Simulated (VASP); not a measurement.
Write the native input for VASP 6.6.1 that does the following.

```
Task                   : single point
Functional             : PBEsol
Dispersion             : D3(BJ)
Potentials or basis    : VASP PAW PBE potentials, release 64 (W_sv, Se)
Cutoff                 : 520 eV
k mesh                 : 12 × 12 × 4
Occupations            : gaussian, width 0.02 eV
Spin                   : no spin polarisation
Dipole correction      : no
Further INCAR settings : ALGO = Normal; EDIFF = 1e-06; NBANDS = 35
```

The structure of WSe2 lies in POSCAR:

```
WSe2
1.0
    3.2308691546      0.0000000000      0.0000000000
   -1.6154345773      2.7980147642      0.0000000000
    0.0000000000      0.0000000000     12.4170507246
W Se
2 4
Direct
    0.6666666667      0.3333333333      0.2499139777
    0.3333333333      0.6666666667      0.7500860223
    0.3333333333      0.6666666667      0.3852905577
    0.6666666667      0.3333333333      0.8854529574
    0.3333333333      0.6666666667      0.1145470426
    0.6666666667      0.3333333333      0.6147094423
```

The input as run:

INCAR

```
PREC     = Accurate       # precision mode
ENCUT    = 520            # plane-wave cutoff, eV
EDIFF    = 1E-6           # SCF threshold, eV
ISMEAR   = 0              # smearing method
SIGMA    = 0.02           # smearing width, eV
LREAL    = F              # projectors in reciprocal space
LASPH    = T              # aspherical terms in the spheres
NELM     = 100            # most SCF steps
ALGO     = Normal         # electronic algorithm
ISIF     = 2              # what is computed and relaxed
LWAVE    = F              # write WAVECAR
LCHARG   = F              # write CHGCAR
GGA      = PS             # functional
IVDW     = 12             # dispersion correction
NBANDS   = 35             # bands
```

KPOINTS

```
Automatic mesh
0
Gamma
  12 12 4
```

Potentials or basis: VASP PAW PBE potentials, release 64 (W_sv, Se).

Run with:

```console
$ cat potpaw_PBE.64/W_sv/POTCAR potpaw_PBE.64/Se/POTCAR > POTCAR
$ mpirun -np 1 vasp_std > vasp.out
```

Results of the run:

```json
{
 "Pressure": "0.5 GPa",
 "Largest force": "0.068 eV/Å",
 "Band gap on the k mesh": "0.70 eV (least direct gap 1.65 eV)",
 "Dispersion energy per atom": "-0.476 eV"
}
```

Caveat: the PAW data sets were made with another functional, which shifts forces and pressure a little; spin-orbit coupling is left out, which moves the levels of the heavy elements.

Wall time 2.2 min on 1 thread of Intel(R) Xeon(R) Platinum 8488C (Sapphire Rapids), with other jobs on the host, peak memory 0.38 GiB.
